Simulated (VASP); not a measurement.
# Mg3Sb2 (P-3m1) in VASP: relaxation of shape and atoms at fixed volume with r2SCAN

Aim: the relaxation of shape and atoms at fixed volume of Mg3Sb2 with r2SCAN.

Program: VASP 6.6.1. These are calculated values, not measurements. Logs are shortened: lines on timing, memory, paths and dates and some standing lists are left out, and cuts for length are marked.

**1. The cell of the first run**

Symmetry: P-3m1, No. 164, trigonal system. The conventional cell has a = 4.710 Å, b = 4.710 Å, c = 7.495 Å, α = 90.00°, β = 90.00°, γ = 120.00°. Mg (site symmetry 3m) has 4 Sb at 2.90 to 3.01 Å and 6 Mg at 3.38 to 3.86 Å within 3.9 Å. Mg (site symmetry -3m) has 6 Sb at 3.23 Å and 6 Mg at 3.86 Å within 4.2 Å. Sb (site symmetry 3m) has 7 Mg at 2.90 to 3.23 Å within 3.8 Å.

**2. Relaxation of shape and atoms at fixed volume, r2SCAN (28.80 Å³/atom)**

The input, POSCAR:

```
Mg3Sb2
1.0
    4.7101902883      0.0000000000      0.0000000000
   -2.3550951442      4.0791444463      0.0000000000
    0.0000000000      0.0000000000      7.4946555043
Mg Sb
3 2
Direct
    0.3333333333      0.6666666667      0.6340511678
    0.6666666667      0.3333333333      0.3659488322
    0.0000000000      0.0000000000      0.0000000000
    0.3333333333      0.6666666667      0.2320122747
    0.6666666667      0.3333333333      0.7679877253
```

The input, INCAR.step1:

```
SYSTEM = Mg3Sb2
ALGO     = Normal         ! electronic algorithm
EDIFF    = 1E-5           ! SCF threshold, eV
EDIFFG   = -0.005         ! ionic threshold
ENCUT    = 660            ! plane-wave cutoff, eV
GGA      = PE             ! functional
GGA_COMPAT= .False.      
IBRION   = 2              ! ionic algorithm
ISIF     = 3              ! what is computed and relaxed
ISMEAR   = 0              ! smearing method
LASPH    = .True.         ! aspherical terms in the spheres
LCHARG   = .False.        ! write CHGCAR
LREAL    = .False.        ! projectors in reciprocal space
LWAVE    = .True.         ! write WAVECAR
NELM     = 120            ! most SCF steps
NELMIN   = 4            
NSW      = 100            ! ionic steps
PREC     = Accurate       ! precision mode
SIGMA    = 0.02           ! smearing width, eV
```

The input, INCAR.step2:

```
SYSTEM = Mg3Sb2
ALGO     = Normal         ! electronic algorithm
EDIFF    = 1E-7           ! SCF threshold, eV
EDIFFG   = -0.01          ! ionic threshold
ENCUT    = 660            ! plane-wave cutoff, eV
GGA_COMPAT= .False.      
IBRION   = 2              ! ionic algorithm
ISIF     = 4              ! what is computed and relaxed
ISMEAR   = 0              ! smearing method
ISTART   = 1            
LASPH    = .True.         ! aspherical terms in the spheres
LCHARG   = .False.        ! write CHGCAR
LMIXTAU  = .True.       
LREAL    = .False.        ! projectors in reciprocal space
LWAVE    = .False.        ! write WAVECAR
METAGGA  = R2SCAN         ! meta-GGA
NELM     = 120            ! most SCF steps
NELMIN   = 4            
NSW      = 50             ! ionic steps
PREC     = Accurate       ! precision mode
SIGMA    = 0.02           ! smearing width, eV
```

The input, KPOINTS:

```
k-points
0
Gamma
  6 6 4
  0 0 0
```

Potentials or basis: VASP PAW PBE potentials, release 64 (Mg, Sb).

Started as:

```bash
$ cat potpaw_PBE.64/Mg/POTCAR potpaw_PBE.64/Sb/POTCAR > POTCAR
$ cp INCAR.step1 INCAR
$ mpirun -np 1 vasp_std > vasp.out
$ cp INCAR.step2 INCAR
$ mpirun -np 1 vasp_std > vasp.out
```

OUTCAR:

```text
SYSTEM = Mg3Sb2
   EDIFF = 1E-7
   EDIFFG = -0.01
   ENCUT = 660
   IBRION = 2
   ISIF = 4
   ISMEAR = 0
   ISTART = 1
   LASPH = .True.
   LREAL = .False.
   METAGGA = R2SCAN
   NELM = 120
   NELMIN = 4
   NSW = 50
   PREC = Accurate

 ion  position               nearest neighbor table
   1  0.333  0.667  0.634-   5 2.90   5 2.90   5 2.90   4 3.01   2 3.38   2 3.38   2 3.38
   2  0.667  0.333  0.366-   4 2.90   4 2.90   4 2.90   5 3.01   1 3.38   1 3.38   1 3.38
   3  0.000  0.000  0.000-   4 3.23   5 3.23   5 3.23   4 3.23   5 3.23   4 3.23
   4  0.333  0.667  0.232-   2 2.90   2 2.90   2 2.90   1 3.01   3 3.23   3 3.23   3 3.23
   5  0.667  0.333  0.768-   1 2.90   1 2.90   1 2.90   2 3.01   3 3.23   3 3.23   3 3.23

  LATTYP: Found a hexagonal cell.
 ALAT       =     4.7101902883
 C/A-ratio  =     1.5911576912

  Lattice vectors:

 A1 = (   4.7101902883,   0.0000000000,   0.0000000000)
 A2 = (  -2.3550951442,   4.0791444463,   0.0000000000)
 A3 = (   0.0000000000,   0.0000000000,   7.4946555043)

Analysis of symmetry for initial positions (statically):
=====================================================================
 Subroutine PRICEL returns:
 Original cell was already a primitive cell.

 Routine SETGRP: Setting up the symmetry group for a
 hexagonal supercell.

 Subroutine GETGRP returns: Found 12 space group operations
 (whereof 12 operations were pure point group operations)
 out of a pool of 24 trial point group operations.

The static configuration has the point symmetry D_3d.

Analysis of symmetry for dynamics (positions and initial velocities):
=====================================================================
 Subroutine PRICEL returns:
 Original cell was already a primitive cell.

 Routine SETGRP: Setting up the symmetry group for a
 hexagonal supercell.

 Subroutine GETGRP returns: Found 12 space group operations
 (whereof 12 operations were pure point group operations)
 out of a pool of 24 trial point group operations.

The dynamic configuration has the point symmetry D_3d.

 Subroutine INISYM returns: Found 12 space group operations
 (whereof 12 operations are pure point group operations),
 and found     1 'primitive' translations

----------------------------------------------------------------------------------------

                                     Primitive cell

  volume of cell :     143.9989

  direct lattice vectors                    reciprocal lattice vectors
     4.710190288  0.000000000  0.000000000     0.212305648  0.122574723  0.000000000
    -2.355095144  4.079144446  0.000000000     0.000000000  0.245149446  0.000000000
     0.000000000  0.000000000  7.494655504     0.000000000  0.000000000  0.133428414

  length of vectors
     4.710190288  4.710190288  7.494655504     0.245149446  0.245149446  0.133428414

  position of ions in fractional coordinates (direct lattice)
     0.333333333  0.666666667  0.634051168
     0.666666667  0.333333333  0.365948832
     0.000000000  0.000000000  0.000000000
     0.333333333  0.666666667  0.232012275
     0.666666667  0.333333333  0.767987725

  ion indices of the primitive-cell ions
   primitive index   ion index
                 1           1
                 2           2
                 3           3
                 4           4
                 5           5

----------------------------------------------------------------------------------------

 KPOINTS: k-points

Automatic generation of k-mesh.
 Grid dimensions read from file:
 generate k-points for:    6    6    4

 Generating k-lattice:

  Cartesian coordinates                     Fractional coordinates (reciprocal lattice)
     0.035384275  0.020429120  0.000000000     0.166666667  0.000000000  0.000000000
     0.000000000  0.040858241  0.000000000     0.000000000  0.166666667  0.000000000
     0.000000000  0.000000000  0.033357104     0.000000000  0.000000000  0.250000000

  Length of vectors
     0.040858241  0.040858241  0.033357104

  Shift w.r.t. Gamma in fractional coordinates (k-lattice)
     0.000000000  0.000000000  0.000000000

 Subroutine IBZKPT returns following result:
 ===========================================

 Found     24 irreducible k-points:

 Following reciprocal coordinates:
            Coordinates               Weight
  0.000000  0.000000  0.000000      1.000000
  0.166667  0.000000  0.000000      6.000000
  0.333333  0.000000  0.000000      6.000000
  0.500000  0.000000  0.000000      3.000000
  0.166667  0.166667  0.000000      6.000000
  0.333333  0.166667  0.000000     12.000000
[... 16 lines left out ...]
  0.333333  0.166667  0.500000     12.000000
  0.333333  0.333333  0.500000      2.000000
   k-points           NKPTS =     24   k-points in BZ     NKDIM =     24   number of bands    NBANDS=     12
   number of dos      NEDOS =    301   number of ions     NIONS =      5
   total plane-waves  NPLWV = 102400
   dimension x,y,z NGX =    40 NGY =   40 NGZ =   64
   dimension x,y,z NGXF=    80 NGYF=   80 NGZF=  128
   ions per type =               3   2
   NGX,Y,Z   is equivalent  to a cutoff of  14.12, 14.12, 14.20 a.u.
   NGXF,Y,Z  is equivalent  to a cutoff of  28.24, 28.24, 28.39 a.u.
 SYSTEM =  Mg3Sb2
   PREC   = accura    normal or accurate (medium, high low for compatibility)
   ISTART =      1    job   : 0-new  1-cont  2-samecut
   ICHARG =      0    charge: 1-file 2-atom 10-const
   ISPIN  =      1    spin polarized calculation?
   LNONCOLLINEAR =      F non collinear calculations
   LSORBIT =      F    spin-orbit coupling
   LASPH  =      T    aspherical Exc in radial PAW
   ENCUT  =  660.0 eV  48.51 Ry    6.96 a.u.   9.87  9.87 15.70*2*pi/ulx,y,z
   NELM   =    120;   NELMIN=  4; NELMDL=  0     # of ELM steps
   EDIFF  = 0.1E-06   stopping-criterion for ELM
   LREAL  =      F    real-space projection
   EDIFFG = -.1E-01   stopping-criterion for IOM
   NSW    =     50    number of steps for IOM
   IBRION =      2    ionic relax: 0-MD 1-quasi-New 2-CG
   NFREE  =      1    steps in history (QN), initial steepest desc. (CG)
   ISIF   =      4    stress and relaxation
   ISYM   =      2    0-nonsym 1-usesym 2-fastsym
   POTIM  = 0.5000    time-step for ionic-motion
   TEBEG  =    0.0;   TEEND  =   0.0 temperature during run
   PSTRESS=    0.0 pullay stress
   NELECT =      16.0000    total number of electrons
   NUPDOWN=      -1.0000    fix difference up-down
   EMIN   =  10.00;   EMAX   =-10.00  energy-range for DOS
   EFERMI =   0.00;   METHOD = LEGACY
   ISMEAR =     0;   SIGMA  =   0.02  broadening in eV -4-tet -1-fermi 0-gaus
   EFERMI_NEDOS =   21; number of points for ismear=-14 and -15
   IALGO  =     38    algorithm
   IMIX   =      4    mixing-type and parameters
     AMIX     =   0.40;   BMIX     =  1.00
     AMIX_MAG =   1.60;   BMIX_MAG =  1.00
  volume/ion in A,a.u.               =      28.80       194.35
  Fermi-wavevector in a.u.,A,eV,Ry     =   0.787037  1.487284  8.427817  0.619427
  Thomas-Fermi vector in A             =   1.891696
   LORBIT       =      0    0 simple, 1 ext, 2 COOP (PROOUT), +10 PAW based schemes
   METAGGA = R2SCAN    functional components
   LHFCALC =     F    Hartree Fock is set to
   AEXX    =    0.0000 exact exchange contribution
   IVDW    =     0    specifies the selected vdW correction
   LEPSILON=     F    determine dielectric tensor
   LRPA    =     F    only Hartree local field effects (RPA)
 conjugate gradient relaxation of ions
 non-spin polarized calculation
 Gauss-broadening in eV      SIGMA  =   0.02
  energy-cutoff  :      660.00
  volume of cell :      144.00
 maximum number of plane-waves:      5586
   NGX = 19   NGY = 19   NGZ = 31

--------------------------------------- Ionic step        1  -------------------------------------------

 number of electron      16.0000000 magnetization

 Free energy of the ion-electron system (eV)
  ---------------------------------------------------
  ext. energy  EPLUGINS =         0.00000000
  ---------------------------------------------------
  free energy    TOTEN  =       -66.09081556 eV

  energy without entropy =      -66.09081556  energy(sigma->0) =      -66.09081556

------------------------ aborting loop because EDIFF is reached ----------------------------------------

  FORCE on cell =-STRESS in cart. coord.  units (eV):
  Direction    XX          YY          ZZ          XY          YZ          ZX
  --------------------------------------------------------------------------------------
  -------------------------------------------------------------------------------------
  Total       -3.3752542     -3.3752542     -3.2304085      0.0000000      0.0000000      0.0000000
  in kB      -37.5541433    -37.5541433    -35.9425437      0.0000000      0.0000000      0.0000000
  external PRESSURE =     -37.0169434 kB  Pullay stress =       0.0000000 kB

 VOLUME and BASIS-vectors are now :
 -----------------------------------------------------------------------------
  energy-cutoff  :      660.00
  volume of cell :      144.00
      direct lattice vectors                 reciprocal lattice vectors
     4.710190288  0.000000000  0.000000000     0.212305648  0.122574723  0.000000000
    -2.355095144  4.079144446  0.000000000     0.000000000  0.245149446  0.000000000
     0.000000000  0.000000000  7.494655504     0.000000000  0.000000000  0.133428414
[... 118 lines left out ...]
 POSITION                                       TOTAL-FORCE (eV/Angst)
 -----------------------------------------------------------------------------------
     -0.00000      2.71488      4.76834         0.000000      0.000000     -0.000941
      2.35115      1.35744      2.75148        -0.000000     -0.000000      0.000941
      2.35115      4.07231     -0.00000         0.000000      0.000000     -0.000000
     -0.00000      2.71488      1.75825        -0.000000      0.000000      0.010340
      2.35115      1.35744      5.76157         0.000000     -0.000000     -0.010340
 -----------------------------------------------------------------------------------
    total drift:                               -0.000000     -0.000000      0.000000

  FREE ENERGIE OF THE ION-ELECTRON SYSTEM (eV)
  ---------------------------------------------------
  free  energy   TOTEN  =       -66.0921482101 eV

  energy  without entropy=      -66.0921482101  energy(sigma->0) =      -66.09214821

--------------------------------------- Ionic step        5  -------------------------------------------

 number of electron      16.0000000 magnetization

 Free energy of the ion-electron system (eV)
  ---------------------------------------------------
  ext. energy  EPLUGINS =         0.00000000
  ---------------------------------------------------
  free energy    TOTEN  =       -66.09220195 eV

  energy without entropy =      -66.09220195  energy(sigma->0) =      -66.09220195

 E-fermi :   3.6417     XC(G=0):  -8.8098

 val. band max:        3.5236317592   @ k =   0.0000   0.0000   0.0000
 cond. band min:       4.1910879725   @ k =   0.3333   0.3333   0.0000
 fundamental gap:      0.6674562133
 Fermi energy:         3.6416925447

 k-point     1 :       0.0000    0.0000    0.0000
  band No.  band energies     occupation
      1      -6.6150      2.00000
      2      -5.5439      2.00000
      3      -1.0256      2.00000
      4       2.5673      2.00000
      5       2.5673      2.00000
      6       3.2168      2.00000
      7       3.2168      2.00000
      8       3.5236      2.00000
      9       4.8534      0.00000
     10       5.2150      0.00000
     11       6.9788      0.00000
     12       6.9788      0.00000

 k-point     2 :       0.1667    0.0000    0.0000
  band No.  band energies     occupation
      1      -6.4405      2.00000
      2      -5.4446      2.00000
      3      -0.7942      2.00000
      4       1.2964      2.00000
      5       1.9960      2.00000
      6       2.1673      2.00000
      7       3.1424      2.00000
      8       3.3083      2.00000
      9       5.5913      0.00000
     10       5.9609      0.00000
     11       6.8065      0.00000
     12       7.2824      0.00000
[... 350 lines left out ...]
 POSITION                                       TOTAL-FORCE (eV/Angst)
 -----------------------------------------------------------------------------------
     -0.00000      2.71582      4.76497        -0.000000     -0.000000      0.001238
      2.35197      1.35791      2.74963         0.000000      0.000000     -0.001238
     -0.00000     -0.00000      7.51459         0.000000     -0.000000      0.000000
     -0.00000      2.71582      1.75819        -0.000000     -0.000000      0.002752
      2.35197      1.35791      5.75640         0.000000      0.000000     -0.002752
 -----------------------------------------------------------------------------------
    total drift:                                0.000000     -0.000000     -0.000000

  FREE ENERGIE OF THE ION-ELECTRON SYSTEM (eV)
  ---------------------------------------------------
  free  energy   TOTEN  =       -66.0922019497 eV

  energy  without entropy=      -66.0922019497  energy(sigma->0) =      -66.09220195

 reached required accuracy - stopping structural energy minimisation
```

It took 10 min on 1 thread of Intel Xeon Platinum 8488C (Sapphire Rapids), shared host; peak memory 0.39 GiB.

Results:

- Free energy: -66.0922 eV
- Energy gained by relaxing: 0.3 meV/atom
- Ionic steps: 5
- Pressure after relaxing: -3.6 GPa
- Band gap on the k mesh: 0.67 eV (least direct gap 1.33 eV)

Forces on the atoms (eV/Å):
```
Mg   0.000  0.000  0.001
Mg   0.000  0.000 -0.001
Mg   0.000  0.000  0.000
Sb   0.000  0.000  0.003
Sb   0.000  0.000 -0.003
```

Step by step:
```tsv
step	energy change (eV)	largest force (eV/Å)	pressure (GPa)	volume (Å³)
1	0.0000	0.0779	-3.70	144.00
2	-0.0006	0.0594	-3.68	144.00
3	-0.0013	0.0240	-3.64	144.00
4	-0.0013	0.0103	-3.62	144.00
5	-0.0014	0.0028	-3.62	144.00
```

Final structure:
```
Mg Sb
1.0
     4.70394    0.00000    0.00000
    -2.35197    4.07373    0.00000
     0.00000    0.00000    7.51459
Mg Sb
3 2
Cartesian
  0.0000 2.7158 4.7650
  2.3520 1.3579 2.7496
  0.0000 0.0000 7.5146
  0.0000 2.7158 1.7582
  2.3520 1.3579 5.7564
```

Levels at points of the mesh, in eV from the valence-band top:
| k point | band 5 | band 6 | band 7 | band 8 | band 9 | band 10 | band 11 | band 12 |
| --- | --- | --- | --- | --- | --- | --- | --- | --- |
| (0.00, 0.00, 0.00) | -0.96 | -0.31 | -0.31 | 0.00 | 1.33 | 1.69 | 3.46 | 3.46 |
| (0.50, 0.00, 0.00) | -2.92 | -2.07 | -1.94 | -0.81 | 0.89 | 2.33 | 2.48 | 3.25 |
| (0.00, 0.00, 0.50) | -0.72 | -0.72 | -0.57 | -0.57 | 2.21 | 2.22 | 3.14 | 3.14 |
| (0.50, 0.00, 0.50) | -1.59 | -1.53 | -1.52 | -1.35 | 0.74 | 1.78 | 2.13 | 2.78 |

Caveat: the PAW data sets were made with another functional, which shifts forces and pressure a little; spin-orbit coupling is left out, which moves the levels of the heavy elements. A k mesh can miss the band edges.
